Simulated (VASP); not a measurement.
## W: single point with PBEsol

W, a slab with vacuum:

```
W
1.0
     2.82701    0.00000    0.00000
    -1.41350    2.44826    0.00000
     0.00000    0.00000   24.23297
W
5
Direct
  0.66667 0.33333 0.30780
  0.33333 0.66667 0.40419
  0.00000 0.00000 0.50000
  0.66667 0.33333 0.59581
  0.33333 0.66667 0.69220
```

* Program: VASP 6.6.1
* Task: single point
* Functional: PBEsol
* Potentials or basis: VASP PAW PBE potentials, release 64 (W_sv)
* Cutoff: 520 eV
* k mesh: 12 × 12 × 1
* Occupations: gaussian, width 0.1 eV
* Spin: no spin polarisation

```
Largest force          : 0.031 eV/Å
Band gap on the k mesh : zero (bands 35 and 36 overlap by 1.42 eV)
```

Forces on the atoms (eV/Å):
```
W    0.000  0.000 -0.031
W    0.000  0.000 -0.004
W    0.000  0.000  0.000
W    0.000  0.000  0.004
W    0.000  0.000  0.031
```

Levels at points of the mesh, in eV from the Fermi level:
```
           k point  band 33  band 34  band 35  band 36  band 37  band 38
(0.00, 0.00, 0.00)    -0.43    -0.42    -0.42    -0.07    -0.07    -0.03
(0.50, 0.00, 0.00)    -0.35     0.34     0.70     1.43     1.65     1.95
```

Run time: 3 min on 1 thread of AMD EPYC 9R45 (Zen 5), on a shared host, peak memory 0.31 GiB.

Caveat: the PAW data sets were made with another functional, which shifts forces and pressure a little; spin-orbit coupling is left out, which moves the levels of the heavy elements.
